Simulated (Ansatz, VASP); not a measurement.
One calculation of Pd, two programs

```xyz
4
Lattice="2.6501 0.0000 0.0000 -1.3251 2.2951 0.0000 0.0000 0.0000 8.6510" Properties=species:S:1:pos:R:3 pbc="T T T"
Pd    0.0000    0.0000    0.0000
Pd    0.0000    1.5301    2.1628
Pd    0.0000    0.0000    4.3255
Pd    1.3251    0.7650    6.4883
```

Alike in both runs: task relaxation of cell and atoms; functional r2SCAN; k mesh 12 × 12 × 4; occupations gaussian, width 0.1 eV; no spin polarisation.

```csv
,VASP,Ansatz
version,VASP 6.6.1,Ansatz 0.2.0
potentials or method,"VASP PAW PBE potentials, release 64 (Pd), cutoff 600 eV","scalar-relativistic, plane waves, PAW"
valence electrons in the cell,40,72
```

VASP gave:

| Quantity | Value |
| --- | --- |
| gap on the k mesh at the Fermi level, each at its own relaxed structure (eV) | none |
| relaxed volume (Å³/atom) | 14.99 |
| relaxed cell length with the largest relative difference (Å) | 2.763 |

**Question.** Which values does Ansatz return?

**Answer.** gap on the k mesh at the Fermi level, each at its own relaxed structure (eV): none; relaxed volume (Å³/atom): 14.93; relaxed cell length with the largest relative difference (Å): 2.758.

VASP's potentials were made for PBE, not for r2SCAN. A gap of «none» marks a metal or a gap that the smearing closes. VASP's potentials hold 40 valence electrons a cell and Ansatz's 72, so a difference there can come from the potentials and not from the codes.

Noted on VASP's run: too few bands were computed for a metal, which touches its energy and stress.
